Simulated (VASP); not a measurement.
# HgTe (Coloradoite) in VASP: a series of runs

The runs below take HgTe (Coloradoite) through single point, with PBEsol, PBE, BLYP+D3(BJ).

All numbers are computed with VASP 6.6.1; they aren't measurements. Logs are shortened: lines on timing, memory, paths and dates and some standing lists are left out, and cuts for length are marked.

**1. The cell of the first run**

The structure is tetragonal, space group I-4m2 (No. 119). The conventional cell has a = 4.546 Å, b = 4.546 Å, c = 6.686 Å, α = 90.00°, β = 90.00°, γ = 90.00°. Within 3.7 Å of Hg (site symmetry -4m2) lie 4 Te at 2.82 Å. Te (site symmetry -4m2) has 4 Hg at 2.82 Å within 3.7 Å.

**2. Single point, PBEsol**

Contents of INCAR:

```
SYSTEM = HgTe
PREC     = Accurate       ! precision mode
ENCUT    = 520            ! plane-wave cutoff, eV
EDIFF    = 1E-7           ! SCF threshold, eV
ISMEAR   = -1             ! smearing method
SIGMA    = 0.05           ! smearing width, eV
LREAL    = .False.        ! projectors in reciprocal space
LASPH    = .True.         ! aspherical terms in the spheres
NELM     = 80             ! most SCF steps
ALGO     = Normal         ! electronic algorithm
ISIF     = 2              ! what is computed and relaxed
LWAVE    = .False.        ! write WAVECAR
LCHARG   = .False.        ! write CHGCAR
GGA      = PS             ! functional
NBANDS   = 16             ! bands
```

Contents of KPOINTS:

```
Automatic mesh
0
Gamma
  6 6 6
  0 0 0
```

Contents of POSCAR:

```
HgTe
1.0
    0.0000000000      3.2145000000      3.3430800000
    3.2145000000      0.0000000000      3.3430800000
    3.2145000000      3.2145000000      0.0000000000
Hg Te
1 1
Direct
    0.0000000000      0.0000000000      0.0000000000
    0.7500000000      0.7500000000      0.7500000000
```

Potentials or basis: VASP PAW PBE potentials, release 64 (Hg, Te).

Command:

```sh
$ cat potpaw_PBE.64/Hg/POTCAR potpaw_PBE.64/Te/POTCAR > POTCAR
$ mpirun -np 1 vasp_std > vasp.out
```

OUTCAR:

```text
SYSTEM = HgTe
   PREC = Accurate
   ENCUT = 520
   EDIFF = 1E-7
   ISMEAR = -1
   LREAL = .False.
   LASPH = .True.
   NELM = 80
   ISIF = 2
   GGA = PS

 ion  position               nearest neighbor table
   1  0.000  0.000  0.000-   2 2.82   2 2.82   2 2.82   2 2.82
   2  0.750  0.750  0.750-   1 2.82   1 2.82   1 2.82   1 2.82

  LATTYP: Found a body centered tetragonal cell.
 ALAT       =     4.5459894962
 C/A-ratio  =     1.4707821049

  Lattice vectors:

 A1 = (  -3.2145000000,   0.0000000000,   3.3430800000)
 A2 = (   3.2145000000,   0.0000000000,   3.3430800000)
 A3 = (   0.0000000000,   3.2145000000,  -3.3430800000)

Analysis of symmetry for initial positions (statically):
=====================================================================
 Subroutine PRICEL returns:
 Original cell was already a primitive cell.

 Routine SETGRP: Setting up the symmetry group for a
 body centered tetragonal supercell.

 Subroutine GETGRP returns: Found  8 space group operations
 (whereof  8 operations were pure point group operations)
 out of a pool of 16 trial point group operations.

The static configuration has the point symmetry D_2d.

Analysis of symmetry for dynamics (positions and initial velocities):
=====================================================================
 Subroutine PRICEL returns:
 Original cell was already a primitive cell.

 Routine SETGRP: Setting up the symmetry group for a
 body centered tetragonal supercell.

 Subroutine GETGRP returns: Found  8 space group operations
 (whereof  8 operations were pure point group operations)
 out of a pool of 16 trial point group operations.

The dynamic configuration has the point symmetry D_2d.

 Subroutine INISYM returns: Found  8 space group operations
 (whereof  8 operations are pure point group operations),
 and found     1 'primitive' translations

----------------------------------------------------------------------------------------

                                     Primitive cell

  volume of cell :      69.0882

  direct lattice vectors                    reciprocal lattice vectors
     0.000000000  3.214500000  3.343080000    -0.155545186  0.155545186  0.149562679
     3.214500000  0.000000000  3.343080000     0.155545186 -0.155545186  0.149562679
     3.214500000  3.214500000  0.000000000     0.155545186  0.155545186 -0.149562679

  length of vectors
     4.637800571  4.637800571  4.545989496     0.266003016  0.266003016  0.266003016

  position of ions in fractional coordinates (direct lattice)
     0.000000000  0.000000000  0.000000000
     0.750000000  0.750000000  0.750000000

  ion indices of the primitive-cell ions
   primitive index   ion index
                 1           1
                 2           2

----------------------------------------------------------------------------------------

 KPOINTS: Automatic mesh

Automatic generation of k-mesh.
 Grid dimensions read from file:
 generate k-points for:    6    6    6

 Generating k-lattice:

  Cartesian coordinates                     Fractional coordinates (reciprocal lattice)
    -0.025924198  0.025924198  0.024927113     0.166666667  0.000000000  0.000000000
     0.025924198 -0.025924198  0.024927113     0.000000000  0.166666667  0.000000000
     0.025924198  0.025924198 -0.024927113    -0.000000000 -0.000000000  0.166666667

  Length of vectors
     0.044333836  0.044333836  0.044333836

  Shift w.r.t. Gamma in fractional coordinates (k-lattice)
     0.000000000  0.000000000  0.000000000

 Subroutine IBZKPT returns following result:
 ===========================================

 Found     30 irreducible k-points:

 Following reciprocal coordinates:
            Coordinates               Weight
  0.000000  0.000000  0.000000      1.000000
  0.166667  0.000000  0.000000      8.000000
  0.333333  0.000000  0.000000      8.000000
  0.500000 -0.000000  0.000000      4.000000
  0.166667  0.166667  0.000000      2.000000
  0.333333  0.166667  0.000000      8.000000
[... 16 lines left out ...]
  0.333333  0.000000  0.333333      4.000000
  0.500000  0.000000  0.333333     16.000000
 [... further k-points ...]
   k-points           NKPTS =     30   k-points in BZ     NKDIM =     30   number of bands    NBANDS=     16
   number of dos      NEDOS =    301   number of ions     NIONS =      2
   total plane-waves  NPLWV =  46656
   dimension x,y,z NGX =    36 NGY =   36 NGZ =   36
   dimension x,y,z NGXF=    72 NGYF=   72 NGZF=   72
   ions per type =               1   1
   NGX,Y,Z   is equivalent  to a cutoff of  12.90, 12.90, 13.17 a.u.
   NGXF,Y,Z  is equivalent  to a cutoff of  25.81, 25.81, 26.33 a.u.
 SYSTEM =  HgTe
   PREC   = accura    normal or accurate (medium, high low for compatibility)
   ISTART =      0    job   : 0-new  1-cont  2-samecut
   ICHARG =      2    charge: 1-file 2-atom 10-const
   ISPIN  =      1    spin polarized calculation?
   LNONCOLLINEAR =      F non collinear calculations
   LSORBIT =      F    spin-orbit coupling
   LASPH  =      T    aspherical Exc in radial PAW
   ENCUT  =  520.0 eV  38.22 Ry    6.18 a.u.   8.62  8.62  8.45*2*pi/ulx,y,z
   NELM   =     80;   NELMIN=  2; NELMDL= -5     # of ELM steps
   EDIFF  = 0.1E-06   stopping-criterion for ELM
   LREAL  =      F    real-space projection
   EDIFFG = 0.1E-05   stopping-criterion for IOM
   NSW    =      0    number of steps for IOM
   IBRION =     -1    ionic relax: 0-MD 1-quasi-New 2-CG
   NFREE  =      0    steps in history (QN), initial steepest desc. (CG)
   ISIF   =      2    stress and relaxation
   ISYM   =      2    0-nonsym 1-usesym 2-fastsym
   POTIM  = 0.5000    time-step for ionic-motion
   TEBEG  =    0.0;   TEEND  =   0.0 temperature during run
   PSTRESS=    0.0 pullay stress
   NELECT =      18.0000    total number of electrons
   NUPDOWN=      -1.0000    fix difference up-down
   EMIN   =  10.00;   EMAX   =-10.00  energy-range for DOS
   EFERMI =   0.00;   METHOD = LEGACY
   ISMEAR =    -1;   SIGMA  =   0.05  broadening in eV -4-tet -1-fermi 0-gaus
   EFERMI_NEDOS =   21; number of points for ismear=-14 and -15
   IALGO  =     38    algorithm
   IMIX   =      4    mixing-type and parameters
     AMIX     =   0.40;   BMIX     =  1.00
     AMIX_MAG =   1.60;   BMIX_MAG =  1.00
  volume/ion in A,a.u.               =      34.54       233.11
  Fermi-wavevector in a.u.,A,eV,Ry     =   1.045597  1.975892 14.874892  1.093274
  Thomas-Fermi vector in A             =   2.180400
   LORBIT       =      0    0 simple, 1 ext, 2 COOP (PROOUT), +10 PAW based schemes
   GGA     = PS    functional components
   LHFCALC =     F    Hartree Fock is set to
   AEXX    =    0.0000 exact exchange contribution
   IVDW    =     0    specifies the selected vdW correction
   LEPSILON=     F    determine dielectric tensor
   LRPA    =     F    only Hartree local field effects (RPA)
 non-spin polarized calculation
  energy-cutoff  :      520.00
  volume of cell :       69.09
 maximum number of plane-waves:      1883
 NGX is ok and might be reduce to    36
   NGX = 17   NGY = 17   NGZ = 17

 number of electron      18.0000004 magnetization

 Free energy of the ion-electron system (eV)
  ---------------------------------------------------
  ext. energy  EPLUGINS =         0.00000000
  ---------------------------------------------------
  free energy    TOTEN  =        -4.36156906 eV

  energy without entropy =       -4.36072582  energy(sigma->0) =       -4.36114744

 E-fermi :   2.7692     XC(G=0):  -8.8316

 val. band max:        2.7608500304   @ k =   0.0000   0.0000   0.0000
 cond. band min:       3.3405802527   @ k =   0.5000  -0.0000   0.0000
 fundamental gap:      0.5797302223
 Fermi energy:         2.7691903891

 k-point     1 :       0.0000    0.0000    0.0000
  band No.  band energies     occupation
      1      -9.1394      2.00000
      2      -4.5034      2.00000
      3      -4.4939      2.00000
      4      -4.4939      2.00000
      5      -4.0052      2.00000
      6      -3.9784      2.00000
[... 8 lines left out ...]
     15      11.9165      0.00000
     16      12.1624      0.00000

 k-point     2 :       0.1667    0.0000    0.0000
  band No.  band energies     occupation
      1      -9.0113      2.00000
      2      -4.4698      2.00000
      3      -4.4586      2.00000
      4      -4.4402      2.00000
      5      -4.0050      2.00000
      6      -3.9835      2.00000
[... 8 lines left out ...]
     15      11.1006      0.00000
     16      11.3615      0.00000

 k-point     3 :       0.3333    0.0000    0.0000
  band No.  band energies     occupation
      1      -8.7361      2.00000
      2      -4.4114      2.00000
      3      -4.3956      2.00000
      4      -4.1669      2.00000
      5      -3.9867      2.00000
      6      -3.9819      2.00000
[... 8 lines left out ...]
     15      11.5232      0.00000
     16      11.5577      0.00000

 k-point     4 :       0.5000   -0.0000    0.0000
  band No.  band energies     occupation
      1      -8.5883      2.00000
      2      -4.3902      2.00000
      3      -4.3700      2.00000
      4      -3.9738      2.00000
      5      -3.9728      2.00000
      6      -3.7041      2.00000
[... 8 lines left out ...]
     15      12.5834      0.00000
     16      12.7734      0.00000
[... 324 lines left out ...]
 k-point    22 :      -0.3333    0.5000    0.1667
  band No.  band energies     occupation
      1      -8.4059      2.00000
      2      -4.2970      2.00000
      3      -4.2204      2.00000
      4      -4.0962      2.00000
      5      -3.9732      2.00000
      6      -3.4768      2.00000
[... 8 lines left out ...]
     15      13.5168      0.00000
     16      13.6965      0.00000

 k-point    23 :       0.3333    0.0000    0.3333
  band No.  band energies     occupation
      1      -8.5901      2.00000
      2      -4.3673      2.00000
      3      -4.2930      2.00000
      4      -4.2435      2.00000
      5      -3.9562      2.00000
      6      -3.9307      2.00000
[... 8 lines left out ...]
     15      12.5862      0.00000
     16      14.2716      0.00000

 k-point    24 :       0.5000    0.0000    0.3333
  band No.  band energies     occupation
      1      -8.4408      2.00000
      2      -4.3245      2.00000
      3      -4.2279      2.00000
      4      -4.1613      2.00000
      5      -3.9521      2.00000
      6      -3.6539      2.00000
[... 8 lines left out ...]
     15      12.9619      0.00000
     16      13.9544      0.00000

 [... further k-points ...]

------------------------ aborting loop because EDIFF is reached ----------------------------------------

  FORCE on cell =-STRESS in cart. coord.  units (eV):
  Direction    XX          YY          ZZ          XY          YZ          ZX
  --------------------------------------------------------------------------------------
  -------------------------------------------------------------------------------------
  Total        0.1219118      0.1219118     -0.1573228      0.0000000     -0.0000000      0.0000000
  in kB        2.8271750      2.8271750     -3.6483668      0.0000000     -0.0000000      0.0000000
  external PRESSURE =       0.6686611 kB  Pullay stress =       0.0000000 kB

 VOLUME and BASIS-vectors are now :
 -----------------------------------------------------------------------------
  energy-cutoff  :      520.00
  volume of cell :       69.09
      direct lattice vectors                 reciprocal lattice vectors
     0.000000000  3.214500000  3.343080000    -0.155545186  0.155545186  0.149562679
     3.214500000  0.000000000  3.343080000     0.155545186 -0.155545186  0.149562679
     3.214500000  3.214500000  0.000000000     0.155545186  0.155545186 -0.149562679

 POSITION                                       TOTAL-FORCE (eV/Angst)
 -----------------------------------------------------------------------------------
      0.00000      0.00000      0.00000         0.000000      0.000000     -0.000000
      4.82175      4.82175      5.01462        -0.000000     -0.000000      0.000000
 -----------------------------------------------------------------------------------
    total drift:                                0.000000      0.000000     -0.000000

  FREE ENERGIE OF THE ION-ELECTRON SYSTEM (eV)
  ---------------------------------------------------
  free  energy   TOTEN  =        -4.3615690592 eV

  energy  without entropy=       -4.3607258235  energy(sigma->0) =       -4.36114744
```

Run time: 31 s. Hardware: 1 thread of Intel Xeon Platinum 8259CL at 2.50GHz (Skylake/Cascade Lake), shared host; peak memory 0.21 GiB.

What came out:

```
Free energy            : -4.3616 eV
Pressure               : 0.1 GPa
Band gap on the k mesh : zero (filled and empty bands touch)
```

Caveat: the PAW data sets were made with another functional, which shifts forces and pressure a little; spin-orbit coupling is left out, which moves the levels of the heavy elements.

**3. Single point, PBEsol, non-collinear spin, zero start, spin-orbit coupling**

This run uses another cell than the first one, of 33.22 Å³/atom, 0.962 times its volume.

Contents of INCAR:

```
ALGO = Normal ; EDIFF = 1E-6
ENCUT = 520 ; GGA = PS
GGA_COMPAT = F ; ISIF = 2
ISMEAR = -1 ; LASPH = T
LCHARG = F ; LORBIT = 11
LORBMOM = T ; LREAL = F
LSORBIT = T ; LWAVE = F
MAGMOM = 0 0 0 0 0 0 ; NBANDS = 30
NELM = 150 ; PREC = Accurate
SIGMA = 0.05
```

Contents of KPOINTS:

```
k-points
0
Gamma
  7 7 7
```

Contents of POSCAR:

```
HgTe
1.0
    0.0000000000      3.2145000000      3.2145000000
    3.2145000000      0.0000000000      3.2145000000
    3.2145000000      3.2145000000      0.0000000000
Hg Te
1 1
Direct
    0.0000000000      0.0000000000      0.0000000000
    0.7500000000      0.7500000000      0.7500000000
```

Potentials or basis: VASP PAW PBE potentials, release 64 (Hg, Te).

Command:

```sh
$ cat potpaw_PBE.64/Hg/POTCAR potpaw_PBE.64/Te/POTCAR > POTCAR
$ mpirun -np 1 vasp_ncl > vasp.out
```

OUTCAR:

```text
EDIFF = 1E-6
   ENCUT = 520
   GGA = PS
   ISIF = 2
   ISMEAR = -1
   LASPH = T
   LORBIT = 11
   LREAL = F
   LSORBIT = T
   NELM = 150
   PREC = Accurate

 ion  position               nearest neighbor table
   1  0.000  0.000  0.000-   2 2.78   2 2.78   2 2.78   2 2.78
   2  0.750  0.750  0.750-   1 2.78   1 2.78   1 2.78   1 2.78

  LATTYP: Found a face centered cubic cell.
 ALAT       =     6.4290000000

  Lattice vectors:

 A1 = (   0.0000000000,   3.2145000000,   3.2145000000)
 A2 = (   3.2145000000,   0.0000000000,   3.2145000000)
 A3 = (   3.2145000000,   3.2145000000,   0.0000000000)

[... 1084 lines left out ...]
    -0.0000583    -0.0000583    -0.0000711     0.0000000    -0.0000237
    -0.0000948    -0.0000237     0.0000000    -0.0000237     0.0000000
 l=   3
     0.0000000     0.0000000     0.0000000     0.0000000     0.0000000     0.0000000     0.0000000
     0.0000000     0.0000000     0.0000000     0.0000000     0.0000000     0.0000000     0.0000000
     0.0000000     0.0000000     0.0000000     0.0000000     0.0000000     0.0000000     0.0000000
     0.0000000     0.0000000     0.0000000     0.0000000     0.0000000     0.0000000     0.0000000
     0.0000000     0.0000000     0.0000000     0.0000000     0.0000000     0.0000000     0.0000000
     0.0000000     0.0000000     0.0000000     0.0000000     0.0000000     0.0000000     0.0000000
     0.0000000     0.0000000     0.0000000     0.0000000     0.0000000     0.0000000     0.0000000

 total charge

# of ion       s       p       d       tot
------------------------------------------
    1        0.754   0.447   9.349  10.551
    2        1.369   1.970   0.036   3.375
--------------------------------------------------
tot          2.123   2.417   9.385  13.926

 magnetization (x)

# of ion       s       p       d       tot
------------------------------------------
    1        0.000  -0.000   0.000  -0.000
    2       -0.000  -0.000  -0.000  -0.000
--------------------------------------------------
tot          0.000  -0.000  -0.000  -0.000

 magnetization (y)

# of ion       s       p       d       tot
------------------------------------------
    1        0.000   0.000   0.000   0.000
    2        0.000  -0.000  -0.000  -0.000
--------------------------------------------------
tot          0.000  -0.000  -0.000  -0.000

 magnetization (z)

# of ion       s       p       d       tot
------------------------------------------
    1        0.000  -0.000   0.000   0.000
    2       -0.000   0.000   0.000   0.000
--------------------------------------------------
tot          0.000   0.000   0.000   0.000
```

stdout:

```text
POSCAR found type information on POSCAR HgTe
 POSCAR found :  2 types and       2 ions
 scaLAPACK will be used
 -----------------------------------------------------------------------------
|                                                                             |
|                                                                             |
|     You enforced a specific xc type in the INCAR file but a different       |
|     I HOPE YOU KNOW WHAT YOU ARE DOING!                                     |
|                                                                             |
 -----------------------------------------------------------------------------

 LDA part: xc-table for (Slater+PW92), standard interpolation
 POSCAR, INCAR and KPOINTS ok, starting setup
 FFT: planning ... GRIDC
 FFT: planning ... GRID_SOFT
 FFT: planning ... GRID
 WAVECAR not read
 entering main loop
```

Run time: 2.3 min. Hardware: 1 thread of Intel Xeon Platinum 8259CL at 2.50GHz (Skylake/Cascade Lake), shared host; peak memory 0.42 GiB.

Results:

* Free energy: -4.7620 eV
* Pressure: 1.6 GPa
* Net moment: 0.00 μB per cell
* Valence electrons inside the program's atomic spheres: Hg 10.55; Te 3.38

Moments on the atoms (μB; x, y, z):
```
Hg  0.00 0.00 0.00
Te  0.00 0.00 0.00
```

Caveat: the PAW data sets were made with another functional, which shifts forces and pressure a little.

(Continued in part 2 of 2.)
